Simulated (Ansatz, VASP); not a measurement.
## Y3AlN4 in VASP and in Ansatz

```xyz
8
Lattice="4.7822 0.0000 0.0000 0.0000 4.7822 0.0000 0.0000 0.0000 4.7822" Properties=species:S:1:pos:R:3 pbc="T T T"
Y     0.0000    0.0000    2.3911
Y     2.3911    0.0000    0.0000
Y     0.0000    2.3911    0.0000
Al    2.3911    2.3911    2.3911
N     2.3911    2.3911    0.0000
N     0.0000    2.3911    2.3911
N     2.3911    0.0000    2.3911
N     0.0000    0.0000    0.0000
```

Alike in both runs: functional PBE; k mesh 4 × 4 × 4; occupations gaussian, width 0.1 eV; no spin polarisation.

Ansatz relaxed the structure, and its values are those at the end. VASP's run is a single point on that final structure, the one shown.

```csv
,VASP,Ansatz
version,VASP 6.6.1,Ansatz 0.2.0
potentials or method,"VASP PAW PBE potentials, release 64 (Y_sv, Al, N), cutoff 520 eV","scalar-relativistic, plane waves, PAW"
valence electrons in the cell,56,56
```

VASP gave:

| Item | Value |
| --- | --- |
| gap on the k mesh at the Fermi level (eV) | none |
| pressure (GPa) | -0.2 |

**Question.** Estimate Ansatz's values.

**Answer.** gap on the k mesh at the Fermi level (eV): none; pressure (GPa): 0.0.

A gap of «none» marks a metal or a gap that the smearing closes.
